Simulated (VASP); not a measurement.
# TiC (Fm-3m) in VASP: notebook

TiC is run at these levels: PBE; tasks: single point.

All numbers are computed with VASP 6.6.1; they aren't measurements. Logs are shortened: lines on timing, memory, paths and dates and some standing lists are left out, and cuts for length are marked.

### 1 The cell of the first run

It takes space group Fm-3m (No. 225, cubic). Conventional cell: a = 4.331 Å, b = 4.331 Å, c = 4.331 Å, α = 90.00°, β = 90.00°, γ = 90.00°. Ti (site symmetry m-3m) has 6 C at 2.17 Å within 2.9 Å. C (site symmetry m-3m) has 6 Ti at 2.17 Å within 2.9 Å.

### 2 Single point, PBE

INCAR

```
PREC     = Accurate       # precision mode
ENCUT    = 520            # plane-wave cutoff, eV
EDIFF    = 1E-6           # SCF threshold, eV
ISMEAR   = 0              # smearing method
SIGMA    = 0.014          # smearing width, eV
LREAL    = F              # projectors in reciprocal space
LASPH    = T              # aspherical terms in the spheres
NELM     = 60             # most SCF steps
ALGO     = Normal         # electronic algorithm
ISIF     = 2              # what is computed and relaxed
LWAVE    = F              # write WAVECAR
LCHARG   = T              # write CHGCAR
GGA      = PE             # functional
LELF     = T              # ELF
LVHAR    = T            
NBANDS   = 15             # bands
```

KPOINTS

```
regular mesh
0
Gamma
  11 11 11
```

POSCAR

```
TiC
1.0
    0.0000000000      2.1657188437      2.1657188437
    2.1657188437      0.0000000000      2.1657188437
    2.1657188437      2.1657188437      0.0000000000
Ti C
1 1
Direct
    0.0000000000      0.0000000000      0.0000000000
    0.5000000000      0.5000000000      0.5000000000
```

Potentials or basis: VASP PAW PBE potentials, release 64 (Ti_sv, C).

The run is started by

```bash
$ cat potpaw_PBE.64/Ti_sv/POTCAR potpaw_PBE.64/C/POTCAR > POTCAR
$ mpirun -np 1 vasp_std > vasp.out
```

OUTCAR:

```text
PREC = Accurate
   ENCUT = 520
   EDIFF = 1E-6
   ISMEAR = 0
   LREAL = F
   LASPH = T
   NELM = 60
   ISIF = 2
   GGA = PE

 ion  position               nearest neighbor table
   1  0.000  0.000  0.000-   2 2.17   2 2.17   2 2.17   2 2.17   2 2.17   2 2.17
   2  0.500  0.500  0.500-   1 2.17   1 2.17   1 2.17   1 2.17   1 2.17   1 2.17

  LATTYP: Found a face centered cubic cell.
 ALAT       =     4.3314376874

  Lattice vectors:

 A1 = (   0.0000000000,   2.1657188437,   2.1657188437)
 A2 = (   2.1657188437,   0.0000000000,   2.1657188437)
 A3 = (   2.1657188437,   2.1657188437,   0.0000000000)

Analysis of symmetry for initial positions (statically):
=====================================================================
 Subroutine PRICEL returns:
 Original cell was already a primitive cell.

 Routine SETGRP: Setting up the symmetry group for a
 face centered cubic supercell.

 Subroutine GETGRP returns: Found 48 space group operations
[... 9 lines left out ...]

 Routine SETGRP: Setting up the symmetry group for a
 face centered cubic supercell.

 Subroutine GETGRP returns: Found 48 space group operations
[... 11 lines left out ...]
                                     Primitive cell

  volume of cell :      20.3159

  direct lattice vectors                    reciprocal lattice vectors
     0.000000000  2.165718844  2.165718844    -0.230870227  0.230870227  0.230870227
     2.165718844  0.000000000  2.165718844     0.230870227 -0.230870227  0.230870227
     2.165718844  2.165718844  0.000000000     0.230870227  0.230870227 -0.230870227

  length of vectors
     3.062788961  3.062788961  3.062788961     0.399878962  0.399878962  0.399878962

  position of ions in fractional coordinates (direct lattice)
[... 8 lines left out ...]
----------------------------------------------------------------------------------------

 KPOINTS: regular mesh

Automatic generation of k-mesh.
 Grid dimensions read from file:
 generate k-points for:   11   11   11

 Generating k-lattice:

  Cartesian coordinates                     Fractional coordinates (reciprocal lattice)
    -0.020988202  0.020988202  0.020988202     0.090909091  0.000000000  0.000000000
     0.020988202 -0.020988202  0.020988202     0.000000000  0.090909091  0.000000000
     0.020988202  0.020988202 -0.020988202     0.000000000  0.000000000  0.090909091

  Length of vectors
     0.036352633  0.036352633  0.036352633

  Shift w.r.t. Gamma in fractional coordinates (k-lattice)
     0.000000000  0.000000000  0.000000000

 Subroutine IBZKPT returns following result:
 ===========================================

 Found     56 irreducible k-points:

 Following reciprocal coordinates:
            Coordinates               Weight
  0.000000  0.000000  0.000000      1.000000
  0.090909  0.000000  0.000000      8.000000
  0.181818  0.000000  0.000000      8.000000
  0.272727  0.000000  0.000000      8.000000
  0.363636  0.000000  0.000000      8.000000
  0.454545  0.000000  0.000000      8.000000
[... 16 lines left out ...]
 -0.272727  0.181818  0.000000     24.000000
 -0.181818  0.181818  0.000000     12.000000
 [... further k-points ...]
   k-points           NKPTS =     56   k-points in BZ     NKDIM =     56   number of bands    NBANDS=     15
   number of dos      NEDOS =    301   number of ions     NIONS =      2
   total plane-waves  NPLWV =  13824
   dimension x,y,z NGX =    24 NGY =   24 NGZ =   24
   dimension x,y,z NGXF=    48 NGYF=   48 NGZF=   48
   ions per type =               1   1
   NGX,Y,Z   is equivalent  to a cutoff of  13.03, 13.03, 13.03 a.u.
   NGXF,Y,Z  is equivalent  to a cutoff of  26.05, 26.05, 26.05 a.u.
 SYSTEM =  unknown system
   PREC   = accura    normal or accurate (medium, high low for compatibility)
   ISTART =      0    job   : 0-new  1-cont  2-samecut
   ICHARG =      2    charge: 1-file 2-atom 10-const
   ISPIN  =      1    spin polarized calculation?
   LNONCOLLINEAR =      F non collinear calculations
   LSORBIT =      F    spin-orbit coupling
   LASPH  =      T    aspherical Exc in radial PAW
   ENCUT  =  520.0 eV  38.22 Ry    6.18 a.u.   5.69  5.69  5.69*2*pi/ulx,y,z
   NELM   =     60;   NELMIN=  2; NELMDL= -5     # of ELM steps
   EDIFF  = 0.1E-05   stopping-criterion for ELM
   LREAL  =      F    real-space projection
   EDIFFG = 0.1E-04   stopping-criterion for IOM
   NSW    =      0    number of steps for IOM
   IBRION =     -1    ionic relax: 0-MD 1-quasi-New 2-CG
   NFREE  =      0    steps in history (QN), initial steepest desc. (CG)
   ISIF   =      2    stress and relaxation
   ISYM   =      2    0-nonsym 1-usesym 2-fastsym
   POTIM  = 0.5000    time-step for ionic-motion
   TEBEG  =    0.0;   TEEND  =   0.0 temperature during run
   PSTRESS=    0.0 pullay stress
   NELECT =      16.0000    total number of electrons
   NUPDOWN=      -1.0000    fix difference up-down
   EMIN   =  10.00;   EMAX   =-10.00  energy-range for DOS
   EFERMI =   0.00;   METHOD = LEGACY
   ISMEAR =     0;   SIGMA  =   0.01  broadening in eV -4-tet -1-fermi 0-gaus
   EFERMI_NEDOS =   21; number of points for ismear=-14 and -15
   IALGO  =     38    algorithm
   IMIX   =      4    mixing-type and parameters
     AMIX     =   0.40;   BMIX     =  1.00
     AMIX_MAG =   1.60;   BMIX_MAG =  1.00
  volume/ion in A,a.u.               =      10.16        68.55
  Fermi-wavevector in a.u.,A,eV,Ry     =   1.511829  2.856943 31.097854  2.285628
  Thomas-Fermi vector in A             =   2.621834
   LORBIT       =      0    0 simple, 1 ext, 2 COOP (PROOUT), +10 PAW based schemes
   GGA     = PE    functional components
   LHFCALC =     F    Hartree Fock is set to
   AEXX    =    0.0000 exact exchange contribution
   IVDW    =     0    specifies the selected vdW correction
   LEPSILON=     F    determine dielectric tensor
   LRPA    =     F    only Hartree local field effects (RPA)
 non-spin polarized calculation
 Gauss-broadening in eV      SIGMA  =   0.01
  energy-cutoff  :      520.00
  volume of cell :       20.32
 maximum number of plane-waves:       560
   NGX = 11   NGY = 11   NGZ = 11

 number of electron      16.0000000 magnetization

 Free energy of the ion-electron system (eV)
  ---------------------------------------------------
  ext. energy  EPLUGINS =         0.00000000
  ---------------------------------------------------
  free energy    TOTEN  =       -18.70877667 eV

  energy without entropy =      -18.70862383  energy(sigma->0) =      -18.70870025

 E-fermi :   9.5588     XC(G=0): -12.6980

 val. band max:        9.3402735856   @ k =   0.4545   0.4545   0.0000
 cond. band min:       9.5670391609   @ k =   0.0909   0.0000   0.0000
 fundamental gap:      0.2267655754
 Fermi energy:         9.5587727580

 k-point     1 :       0.0000    0.0000    0.0000
  band No.  band energies     occupation
      1     -47.1786      2.00000
      2     -23.2026      2.00000
      3     -23.2026      2.00000
      4     -23.2026      2.00000
      5      -2.9843      2.00000
      6      10.1047      0.00000
      7      10.1047      0.00000
      8      10.1047      0.00000
      9      11.0901      0.00000
     10      11.0901      0.00000
     11      11.0901      0.00000
     12      11.1238      0.00000
     13      11.1238      0.00000
     14      19.8949      0.00000
     15      23.4448      0.00000

 k-point     2 :       0.0909    0.0000    0.0000
  band No.  band energies     occupation
      1     -47.1729      2.00000
      2     -23.2434      2.00000
      3     -23.2064      2.00000
      4     -23.2064      2.00000
      5      -2.7982      2.00000
      6       9.2908      2.00000
      7       9.5670      0.40370
      8       9.5670      0.40366
      9      10.4298      0.00000
     10      10.4298      0.00000
     11      11.4840      0.00000
     12      12.5921      0.00000
     13      12.5921      0.00000
     14      20.2171      0.00000
     15      23.5007      0.00000

 k-point     3 :       0.1818    0.0000    0.0000
  band No.  band energies     occupation
      1     -47.1574      2.00000
      2     -23.3515      2.00000
      3     -23.2167      2.00000
      4     -23.2167      2.00000
      5      -2.2644      2.00000
      6       7.8518      2.00000
      7       8.4332      2.00000
      8       8.4332      2.00000
      9      10.7729      0.00000
     10      10.7730      0.00000
     11      11.9188      0.00000
     12      14.1403      0.00000
     13      14.1403      0.00000
     14      20.7416      0.00000
     15      23.4751      0.00000

 k-point     4 :       0.2727    0.0000    0.0000
  band No.  band energies     occupation
      1     -47.1372      2.00000
      2     -23.4903      2.00000
      3     -23.2301      2.00000
      4     -23.2301      2.00000
      5      -1.4531      2.00000
      6       6.2913      2.00000
      7       7.5147      2.00000
      8       7.5147      2.00000
      9      11.3216      0.00000
     10      11.3216      0.00000
     11      12.3562      0.00000
     12      15.5914      0.00000
     13      15.5914      0.00000
     14      20.2351      0.00000
     15      24.0274      0.00000
[... 307 lines left out ...]
 k-point    22 :      -0.3636    0.1818    0.0000
  band No.  band energies     occupation
      1     -47.1006      2.00000
      2     -23.6206      2.00000
      3     -23.3591      2.00000
      4     -23.2619      2.00000
      5       0.0989      2.00000
      6       4.4598      2.00000
      7       6.5629      2.00000
      8       6.7600      2.00000
      9      11.9608      0.00000
     10      12.3071      0.00000
     11      13.2247      0.00000
     12      15.4579      0.00000
     13      17.2340      0.00000
     14      19.7830      0.00000
     15      23.4486      0.00000

 k-point    23 :      -0.2727    0.1818    0.0000
  band No.  band energies     occupation
      1     -47.1131      2.00000
      2     -23.5549      2.00000
      3     -23.3483      2.00000
      4     -23.2404      2.00000
      5      -0.5229      2.00000
      6       5.1897      2.00000
      7       6.8825      2.00000
      8       6.9324      2.00000
      9      11.4247      0.00000
     10      12.3708      0.00000
     11      13.1815      0.00000
     12      14.5335      0.00000
     13      17.3200      0.00000
     14      20.4792      0.00000
     15      23.0240      0.00000

 k-point    24 :      -0.1818    0.1818    0.0000
  band No.  band energies     occupation
      1     -47.1303      2.00000
      2     -23.4740      2.00000
      3     -23.3095      2.00000
      4     -23.2224      2.00000
      5      -1.2646      2.00000
      6       6.1674      2.00000
      7       7.2483      2.00000
      8       7.4806      2.00000
      9      10.9576      0.00000
     10      12.0617      0.00000
     11      12.9815      0.00000
     12      13.7699      0.00000
     13      16.6608      0.00000
     14      21.1958      0.00000
     15      22.8988      0.00000

 [... further k-points ...]
[... 5 lines left out ...]
  --------------------------------------------------------------------------------------
  -------------------------------------------------------------------------------------
  Total        0.0628353      0.0628353      0.0628353      0.0000000     -0.0000000     -0.0000000
  in kB        4.9553947      4.9553947      4.9553947      0.0000000     -0.0000000     -0.0000000
  external PRESSURE =       4.9553947 kB  Pullay stress =       0.0000000 kB

 VOLUME and BASIS-vectors are now :
 -----------------------------------------------------------------------------
  energy-cutoff  :      520.00
  volume of cell :       20.32
      direct lattice vectors                 reciprocal lattice vectors
     0.000000000  2.165718844  2.165718844    -0.230870227  0.230870227  0.230870227
     2.165718844  0.000000000  2.165718844     0.230870227 -0.230870227  0.230870227
     2.165718844  2.165718844  0.000000000     0.230870227  0.230870227 -0.230870227

 POSITION                                       TOTAL-FORCE (eV/Angst)
 -----------------------------------------------------------------------------------
      0.00000      0.00000      0.00000        -0.000000      0.000000     -0.000000
      2.16572      2.16572      2.16572         0.000000     -0.000000      0.000000
 -----------------------------------------------------------------------------------
    total drift:                                0.000000     -0.000000     -0.000000

  FREE ENERGIE OF THE ION-ELECTRON SYSTEM (eV)
  ---------------------------------------------------
  free  energy   TOTEN  =       -18.7087766703 eV

  energy  without entropy=      -18.7086238282  energy(sigma->0) =      -18.70870025
```

Wall time 29 s (1 thread of AMD EPYC 7R43 (Zen 3), shared host); peak memory 0.11 GiB.

What came out:

* Free energy: -18.7088 eV
* Pressure: 0.5 GPa
* Band gap on the k mesh: zero (band 8 reaches 10.10 eV, above the bottom of band 9 at 9.00 eV)

Levels at points of the mesh, in eV from the Fermi level:
```csv
k point,band 6,band 7,band 8,band 9,band 10,band 11
"(0.00, 0.00, 0.00)",0.55,0.55,0.55,1.53,1.53,1.53
```

### 3 Single point, PBE

INCAR

```
ALGO = Normal ; EDIFF = 1E-6
ENCUT = 520 ; GGA = PE
ISIF = 2 ; ISMEAR = 0
LASPH = True ; LCHARG = False
LREAL = False ; LWAVE = False
NBANDS = 15 ; NELM = 80
PREC = Accurate ; SIGMA = 0.015
```

KPOINTS

```
k-points
0
Gamma
  11 11 11
```

POSCAR is that of step 2.

Potentials or basis: VASP PAW PBE potentials, release 64 (Ti_sv, C).

The run is started by

```bash
$ cat potpaw_PBE.64/Ti_sv/POTCAR potpaw_PBE.64/C/POTCAR > POTCAR
$ mpirun -np 1 vasp_std > vasp.out
```

It took 22 s on 1 thread of AMD EPYC 7R43 (Zen 3), shared host; peak memory 0.11 GiB.

Results (log left out):

```
Free energy            : -18.7088 eV
Pressure               : 0.5 GPa
Band gap on the k mesh : zero (band 8 reaches 10.10 eV, above the bottom of band 9 at 9.00 eV)
```

Levels at points of the mesh, in eV from the Fermi level:
| k point | band 5 | band 6 | band 7 | band 8 | band 9 | band 10 | band 11 | band 12 |
| --- | --- | --- | --- | --- | --- | --- | --- | --- |
| (0.00, 0.00, 0.00) | -12.54 | 0.55 | 0.55 | 0.55 | 1.53 | 1.53 | 1.53 | 1.57 |

### 4 Single point, PBE

INCAR

```
SYSTEM = TiC
PREC = Accurate ; ENCUT = 520
EDIFF = 1E-6 ; ISMEAR = 0
SIGMA = 0.016 ; LREAL = .False.
LASPH = .True. ; NELM = 80
ALGO = Normal ; ISIF = 2
LWAVE = .False. ; LCHARG = .True.
GGA = PE ; LELF = .True.
LVHAR = .True. ; NBANDS = 15
```

KPOINTS

```
regular mesh
0
Gamma
  11 11 11
  0 0 0
```

POSCAR is that of step 3.

The run is started by

```bash
$ cat potpaw_PBE.64/Ti_sv/POTCAR potpaw_PBE.64/C/POTCAR > POTCAR
$ mpirun -np 1 vasp_std > vasp.out
```

It took 21 s on 1 thread of AMD EPYC 7R43 (Zen 3), shared host; peak memory 0.11 GiB.

The run converged. Its results:

```yaml
Free_energy: -18.7088 eV
Pressure: 0.5 GPa
Band_gap_on_the_k_mesh: zero (band 8 reaches 10.10 eV, above the bottom of band 9 at 9.00 eV)
```

Levels at points of the mesh, in eV from the Fermi level:
| k point | band 4 | band 5 | band 6 | band 7 | band 8 | band 9 | band 10 | band 11 | band 12 | band 13 |
| --- | --- | --- | --- | --- | --- | --- | --- | --- | --- | --- |
| (0.00, 0.00, 0.00) | -32.76 | -12.54 | 0.55 | 0.55 | 0.55 | 1.53 | 1.53 | 1.53 | 1.57 | 1.57 |

(Continued in part 2 of 2.)
